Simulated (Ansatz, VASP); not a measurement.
## Two plane-wave programs on PbS

INCAR

```
PREC = Accurate
ENCUT = 500
EDIFF = 1E-6
ISMEAR = 0
SIGMA = 0.02
LREAL = False
LASPH = True
NELM = 120
ALGO = Normal
ISIF = 2
LWAVE = False
LCHARG = False
GGA = PE
NBANDS = 28
GGA_COMPAT = False
```

File KPOINTS:

```
Automatic mesh
0
Gamma
  8 8 4
```

Contents of POSCAR:

```
PbS
1.0
    2.9791455350     -2.9418964200     -0.0076730000
    2.9928335350      2.9557755800     -0.0158510000
   -1.1435955335     -0.0190590169     11.9906520014
Pb S
2 2
Direct
    0.7620176147      0.7714520974      0.6343653603
    0.2169241656      0.2320310622      0.3642092757
    0.2888620512      0.2728413616      0.5999040927
    0.7321961685      0.7236754788      0.4015212712
```

Input for Ansatz:

```yaml
crystal:
  lattice:
    - [2.979145535, -2.94189642, -0.007673]
    - [2.992833535, 2.95577558, -0.015851]
    - [-1.1435955335, -0.0190590169, 11.9906520014]
  atoms:
    - { symbol: Pb, position: [0.7620176147, 0.7714520974, 0.6343653603] }
    - { symbol: Pb, position: [0.2169241656, 0.2320310622, 0.3642092757] }
    - { symbol: S, position: [0.2888620512, 0.2728413616, 0.5999040927] }
    - { symbol: S, position: [0.7321961685, 0.7236754788, 0.4015212712] }
basis:
  ecutwfc: 420
kpoints:
  mp_grid: { grid: [8, 8, 4] }
hamiltonian:
  xc: pbe
scf:
  occupations: { method: gaussian, width: 0.02 }
output:
  forces: true
  stress: true
  eigenvalues: true
```

Change from the starting cell: all atoms moved at random, cell strained at random.

Alike in both runs: task single point; functional PBE; k mesh 8 × 8 × 4; occupations gaussian, width 0.02 eV; no spin polarisation.

|  | VASP | Ansatz |
| --- | --- | --- |
| version | VASP 6.6.1 | Ansatz 0.2.0 |
| potentials or method | VASP PAW PBE potentials, release 64 (Pb_d, S), cutoff 500 eV | scalar-relativistic, plane waves, PAW |
| valence electrons in the cell | 40 | 40 |

```csv
,VASP,Ansatz,Ansatz less VASP
gap on the k mesh at the Fermi level (eV),1.32,1.32,+0.001
least direct gap on the mesh (eV),1.33,1.33,+0.002
rms of the force components (eV/Å),0.304,0.304,-0.0008
```

Atom by atom the forces differ by 0.002 eV/Å (rms over components). With one functional, cell and mesh, what is left measures potentials, basis and numerics.

Neither program's run includes spin-orbit coupling.
